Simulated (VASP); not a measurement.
YbI2, 3 atoms in the cell. It takes space group P-3m1 (No. 164, trigonal). The conventional cell has a = 4.358 Å, b = 4.358 Å, c = 7.117 Å, α = 90.00°, β = 90.00°, γ = 120.00°. Yb (site symmetry -3m) has 6 I at 3.08 Å within 4.1 Å. I (site symmetry 3m) has 3 Yb at 3.08 Å within 4.1 Å. 

```yaml
Program: VASP 6.6.1
Task: single point
Functional: PBEsol
Potentials_or_basis: VASP PAW PBE potentials, release 64 (Yb, I)
Cutoff: 520 eV
k_mesh: 8 × 8 × 4
Occupations: gaussian, width 0.05 eV
Spin: no spin polarisation
Dipole_correction: no
Further_INCAR_settings: ALGO = Normal; EDIFF = 1e-06; NBANDS = 26
```

Potentials or basis: VASP PAW PBE potentials, release 64 (Yb, I).

Launch:

```sh
$ cat potpaw_PBE.64/Yb/POTCAR potpaw_PBE.64/I/POTCAR > POTCAR
$ mpirun -np 1 vasp_std > vasp.out
```

Hardware: 1 thread of Intel Xeon 8259CL, on a shared host.

Problem. Estimate the wall time of this run.

Solution. Run time: 10 min on 1 thread of Intel Xeon 8259CL (shared host), peak memory 0.31 GiB. Counts: scf iterations 47, k points 35.
